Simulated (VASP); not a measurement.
# Ag (Fmmm) in VASP: a series of runs, part 2 of 3

VASP 6.6.1. Earlier steps stand in the parts before.

**4. Single point, PBEsol (strain -0.0300 x Voigt [0, 0, 0, 0, 1, 0])**

Input file INCAR:

```
SYSTEM = Ag
PREC = Accurate
ENCUT = 520
EDIFF = 1E-6
ISMEAR = 0
SIGMA = 0.15
LREAL = .False.
LASPH = .True.
NELM = 100
ALGO = Fast
ISIF = 2
LWAVE = .False.
LCHARG = .False.
GGA = PS
NBANDS = 12
```

Input file KPOINTS:

```
Automatic mesh
0
Gamma
  20 20 20
  0 0 0
```

Input file POSCAR:

```
Ag
1.0
   -1.6804888100      1.6556540000      1.6804888100
    1.6308191900     -1.6556540000      1.6308191900
    1.6804888100      1.6556540000     -1.6804888100
Ag
1
Direct
    0.0000000000      0.0000000000      0.0000000000
```

Potentials or basis: VASP PAW PBE potentials, release 64 (Ag).

Started as:

```console
> cat potpaw_PBE.64/Ag/POTCAR > POTCAR
> mpirun -np 1 vasp_std > vasp.out
```

OUTCAR:

```text
SYSTEM = Ag
   PREC = Accurate
   ENCUT = 520
   EDIFF = 1E-6
   ISMEAR = 0
   LREAL = .False.
   LASPH = .True.
   NELM = 100
   ISIF = 2
   GGA = PS

 ion  position               nearest neighbor table
   1  0.000  0.000  0.000-

  LATTYP: Found a face centered orthorhombic cell.
 ALAT       =     3.3113080000
 B/A-ratio  =     1.3930003589
 C/A-ratio  =     1.4354267658

  Lattice vectors:

 A1 = (   3.3113080000,   0.0000000000,  -0.0496696200)
 A2 = (   1.6804888100,   1.6556540000,  -1.6804888100)
 A3 = (   1.6308191900,   1.6556540000,   1.6308191900)

Analysis of symmetry for initial positions (statically):
=====================================================================
 Subroutine PRICEL returns:
 Original cell was already a primitive cell.

 Routine SETGRP: Setting up the symmetry group for a
 face centered orthorhombic supercell.

 Subroutine GETGRP returns: Found  8 space group operations
 (whereof  8 operations were pure point group operations)
 out of a pool of  8 trial point group operations.

The static configuration has the point symmetry D_2h.

Analysis of symmetry for dynamics (positions and initial velocities):
=====================================================================
 Subroutine PRICEL returns:
 Original cell was already a primitive cell.

 Routine SETGRP: Setting up the symmetry group for a
 face centered orthorhombic supercell.

 Subroutine GETGRP returns: Found  8 space group operations
 (whereof  8 operations were pure point group operations)
 out of a pool of  8 trial point group operations.

The dynamic configuration has the point symmetry D_2h.

 Subroutine INISYM returns: Found  8 space group operations
 (whereof  8 operations are pure point group operations),
 and found     1 'primitive' translations

[... 114 lines left out ...]
  Fermi-wavevector in a.u.,A,eV,Ry     =   1.385422  2.618068 26.114939  1.919394
  Thomas-Fermi vector in A             =   2.509834
   LORBIT       =      0    0 simple, 1 ext, 2 COOP (PROOUT), +10 PAW based schemes
   GGA     = PS    functional components
   LHFCALC =     F    Hartree Fock is set to
   AEXX    =    0.0000 exact exchange contribution
   IVDW    =     0    specifies the selected vdW correction
   LEPSILON=     F    determine dielectric tensor
   LRPA    =     F    only Hartree local field effects (RPA)
 non-spin polarized calculation
 RMM-DIIS sequential band-by-band and
 Gauss-broadening in eV      SIGMA  =   0.15
  energy-cutoff  :      520.00
  volume of cell :       18.15
 maximum number of plane-waves:       501
 NGX is ok and might be reduce to    24
   NGX = 11   NGY = 11   NGZ = 11

 number of electron      11.0000001 magnetization

 Free energy of the ion-electron system (eV)
  ---------------------------------------------------
  ext. energy  EPLUGINS =         0.00000000
  ---------------------------------------------------
  free energy    TOTEN  =        -3.23461114 eV

  energy without entropy =       -3.22983194  energy(sigma->0) =       -3.23222154

 E-fermi :   7.4012     XC(G=0): -12.0419

 val. band max:        7.3813197094   @ k =   0.4500  -0.4000   0.1000
 cond. band min:       7.4042245997   @ k =   0.4000   0.0500   0.0500
 fundamental gap:      0.0229048903
 Fermi energy:         7.4012135715

 k-point     1 :       0.0000    0.0000    0.0000
  band No.  band energies     occupation
      1       0.0221      2.00000
      2       2.6146      2.00000
      3       2.7275      2.00000
      4       2.8507      2.00000
      5       3.9539      2.00000
      6       3.9597      2.00000
      7      24.8131      0.00000
      8      25.1135      0.00000
      9      25.3542      0.00000
     10      30.0469      0.00000
     11      30.4602      0.00000
     12      30.8934      0.00000
[... 331 lines left out ...]
 k-point    24 :      -0.4000    0.0500   -0.0000
  band No.  band energies     occupation
      1       1.5290      2.00000
      2       2.1344      2.00000
      3       3.8173      2.00000
      4       3.9967      2.00000
      5       4.3415      2.00000
      6       5.4994      2.00000
      7      14.2170      0.00000
      8      20.8794      0.00000
      9      21.7951      0.00000
     10      26.4188      0.00000
     11      28.2355      0.00000
     12      31.2950      0.00000

 [... further k-points ...]
[... 5 lines left out ...]
  --------------------------------------------------------------------------------------
  -------------------------------------------------------------------------------------
  Total       -0.8160958     -0.8124014     -0.8160958     -0.0000000     -0.0000000      0.1167115
  in kB      -72.0411631    -71.7150402    -72.0411631     -0.0000000     -0.0000000     10.3027541
  external PRESSURE =     -71.9324555 kB  Pullay stress =       0.0000000 kB

 VOLUME and BASIS-vectors are now :
 -----------------------------------------------------------------------------
  energy-cutoff  :      520.00
  volume of cell :       18.15
      direct lattice vectors                 reciprocal lattice vectors
    -1.680488810  1.655654000  1.680488810     0.004530951  0.301995465  0.302063430
     1.630819190 -1.655654000  1.630819190     0.306594381  0.000000000  0.306594381
     1.680488810  1.655654000 -1.680488810     0.302063430  0.301995465  0.004530951

 POSITION                                       TOTAL-FORCE (eV/Angst)
 -----------------------------------------------------------------------------------
      0.00000      0.00000      0.00000         0.000000      0.000000      0.000000
 -----------------------------------------------------------------------------------
    total drift:                                0.000000      0.000000      0.000000

  FREE ENERGIE OF THE ION-ELECTRON SYSTEM (eV)
  ---------------------------------------------------
  free  energy   TOTEN  =        -3.2346111389 eV

  energy  without entropy=       -3.2298319433  energy(sigma->0) =       -3.23222154
```

stdout:

```text
POSCAR found type information on POSCAR Ag
 POSCAR found :  1 types and       1 ions
 scaLAPACK will be used
 -----------------------------------------------------------------------------
|                                                                             |
|                                                                             |
|     You enforced a specific xc type in the INCAR file but a different       |
|     I HOPE YOU KNOW WHAT YOU ARE DOING!                                     |
|                                                                             |
 -----------------------------------------------------------------------------

 LDA part: xc-table for (Slater+PW92), standard interpolation
 POSCAR, INCAR and KPOINTS ok, starting setup
 FFT: planning ... GRIDC
 FFT: planning ... GRID_SOFT
 FFT: planning ... GRID
 WAVECAR not read
 entering main loop
```

Run time: 2.5 min. Hardware: 1 thread of AMD EPYC 7R13 (Zen 3), shared host; peak memory 0.31 GiB.

Results:

```
Free energy : -3.2346 eV
Pressure    : -7.2 GPa
```

Stress tensor (GPa, compression positive):
```
-7.20  0.00  1.03
 0.00 -7.17  0.00
 1.03  0.00 -7.20
```

Caveat: the cell differs from its parent crystal (strain -0.0300 x Voigt [0, 0, 0, 0, 1, 0]); the PAW data sets were made with another functional, which shifts forces and pressure a little.

**5. Single point, PBEsol (strain +0.0150 x Voigt [0, 0, 0, 0, 1, 0])**

Input file INCAR:

```
SYSTEM = Ag
PREC = Accurate ; ENCUT = 520
EDIFF = 1E-6 ; ISMEAR = 0
SIGMA = 0.15 ; LREAL = .FALSE.
LASPH = .TRUE. ; NELM = 100
ALGO = Fast ; ISIF = 2
LWAVE = .FALSE. ; LCHARG = .FALSE.
GGA = PS ; NBANDS = 12
```

Input file KPOINTS:

```
regular mesh
0
G
  20 20 20
  0 0 0
```

Input file POSCAR:

```
Ag
1.0
   -1.6432365950      1.6556540000      1.6432365950
    1.6680714050     -1.6556540000      1.6680714050
    1.6432365950      1.6556540000     -1.6432365950
Ag
1
Direct
    0.0000000000      0.0000000000      0.0000000000
```

Potentials or basis: VASP PAW PBE potentials, release 64 (Ag).

Started as:

```console
> cat potpaw_PBE.64/Ag/POTCAR > POTCAR
> mpirun -np 1 vasp_std > vasp.out
```

OUTCAR:

```text
SYSTEM = Ag
   PREC = Accurate
   ENCUT = 520
   EDIFF = 1E-6
   ISMEAR = 0
   LREAL = .FALSE.
   LASPH = .TRUE.
   NELM = 100
   ISIF = 2
   GGA = PS

 ion  position               nearest neighbor table
   1  0.000  0.000  0.000-

  LATTYP: Found a face centered orthorhombic cell.
 ALAT       =     3.3113080000
 B/A-ratio  =     1.4036069607
 C/A-ratio  =     1.4248201641

  Lattice vectors:

 A1 = (  -0.0248348100,   0.0000000000,  -3.3113080000)
 A2 = (  -1.6680714050,   1.6556540000,  -1.6680714050)
 A3 = (   1.6432365950,   1.6556540000,  -1.6432365950)

Analysis of symmetry for initial positions (statically):
=====================================================================
 Subroutine PRICEL returns:
 Original cell was already a primitive cell.

 Routine SETGRP: Setting up the symmetry group for a
 face centered orthorhombic supercell.

 Subroutine GETGRP returns: Found  8 space group operations
 (whereof  8 operations were pure point group operations)
 out of a pool of  8 trial point group operations.

The static configuration has the point symmetry D_2h.

Analysis of symmetry for dynamics (positions and initial velocities):
=====================================================================
[... 164 lines left out ...]

 k-point     1 :       0.0000    0.0000    0.0000
  band No.  band energies     occupation
      1       0.0213      2.00000
      2       2.6745      2.00000
      3       2.7323      2.00000
      4       2.7927      2.00000
      5       3.9516      2.00000
      6       3.9531      2.00000
      7      24.9638      0.00000
      8      25.1062      0.00000
      9      25.2335      0.00000
     10      30.2399      0.00000
     11      30.4575      0.00000
     12      30.7673      0.00000
[... 331 lines left out ...]
 k-point    24 :      -0.4000    0.0500   -0.0000
  band No.  band energies     occupation
      1       1.5272      2.00000
      2       2.1335      2.00000
      3       3.8195      2.00000
      4       3.9883      2.00000
      5       4.3474      2.00000
      6       5.5289      2.00000
      7      14.1692      0.00000
      8      20.7379      0.00000
      9      22.0419      0.00000
     10      26.6330      0.00000
     11      27.8496      0.00000
     12      31.3588      0.00000

 [... further k-points ...]
[... 5 lines left out ...]
  --------------------------------------------------------------------------------------
  -------------------------------------------------------------------------------------
  Total       -0.8200819     -0.8194085     -0.8200819      0.0000000     -0.0000000     -0.0556985
  in kB      -72.3808176    -72.3213845    -72.3808176      0.0000000     -0.0000000     -4.9159764
  external PRESSURE =     -72.3610066 kB  Pullay stress =       0.0000000 kB

 VOLUME and BASIS-vectors are now :
 -----------------------------------------------------------------------------
  energy-cutoff  :      520.00
  volume of cell :       18.15
      direct lattice vectors                 reciprocal lattice vectors
    -1.643236595  1.655654000  1.643236595    -0.002265093  0.301995465  0.302012453
     1.668071405 -1.655654000  1.668071405     0.299747360  0.000000000  0.299747360
     1.643236595  1.655654000 -1.643236595     0.302012453  0.301995465 -0.002265093

 POSITION                                       TOTAL-FORCE (eV/Angst)
 -----------------------------------------------------------------------------------
      0.00000      0.00000      0.00000         0.000000      0.000000      0.000000
 -----------------------------------------------------------------------------------
    total drift:                               -0.000000      0.000000      0.000000

  FREE ENERGIE OF THE ION-ELECTRON SYSTEM (eV)
  ---------------------------------------------------
  free  energy   TOTEN  =        -3.2357566367 eV

  energy  without entropy=       -3.2307132126  energy(sigma->0) =       -3.23323492
```

OSZICAR:

```text
N       E                     dE             d eps       ncg     rms          rms(c)
DAV:   1     0.508734841956E+02    0.50873E+02   -0.54243E+03 28304   0.819E+02
DAV:   2    -0.275741278874E+01   -0.53631E+02   -0.50671E+02 32584   0.190E+02
DAV:   3    -0.355914763615E+01   -0.80173E+00   -0.80112E+00 32460   0.247E+01
DAV:   4    -0.356157151780E+01   -0.24239E-02   -0.24238E-02 31476   0.143E+00
DAV:   5    -0.356159110063E+01   -0.19583E-04   -0.19582E-04 32244   0.115E-01    0.476E+00
RMM:   6    -0.324556542733E+01    0.31603E+00   -0.52080E-01 28110   0.645E+00    0.291E+00
RMM:   7    -0.323910949423E+01    0.64559E-02   -0.82615E-03 31458   0.102E+00    0.175E+00
RMM:   8    -0.323576446155E+01    0.33450E-02   -0.57210E-04 32351   0.249E-01    0.174E-01
RMM:   9    -0.323575704775E+01    0.74138E-05   -0.80828E-05 33482   0.761E-02    0.474E-02
RMM:  10    -0.323575613001E+01    0.91774E-06   -0.15129E-05 33492   0.307E-02    0.140E-02
RMM:  11    -0.323575663668E+01   -0.50667E-06   -0.40869E-06 28192   0.129E-02
   1 F= -.32357566E+01 E0= -.32332349E+01  d E =-.504342E-02
```

Run time: 2.6 min. Hardware: 1 thread of AMD EPYC 7R13 (Zen 3), shared host; peak memory 0.31 GiB.

Results:

```yaml
Free_energy: -3.2358 eV
Pressure: -7.2 GPa
```

Levels at points of the mesh, in eV from the Fermi level:
```csv
k point,band 3,band 4,band 5,band 6,band 7,band 8
"(0.00, 0.00, 0.00)",-4.66,-4.60,-3.44,-3.44,17.57,17.71
"(0.50, 0.00, 0.00)",-3.50,-3.34,-2.54,0.02,3.79,13.03
"(0.00, 0.50, 0.00)",-3.48,-3.30,-2.56,-0.06,3.63,13.16
"(0.50, 0.00, 0.50)",-3.52,-3.37,-2.51,0.11,3.94,12.99
"(0.50, 0.50, 0.50)",-2.80,-2.76,-2.71,6.65,6.67,6.70
```

Caveat: the cell differs from its parent crystal (strain +0.0150 x Voigt [0, 0, 0, 0, 1, 0]); the PAW data sets were made with another functional, which shifts forces and pressure a little.

[end of part 2 of 3]
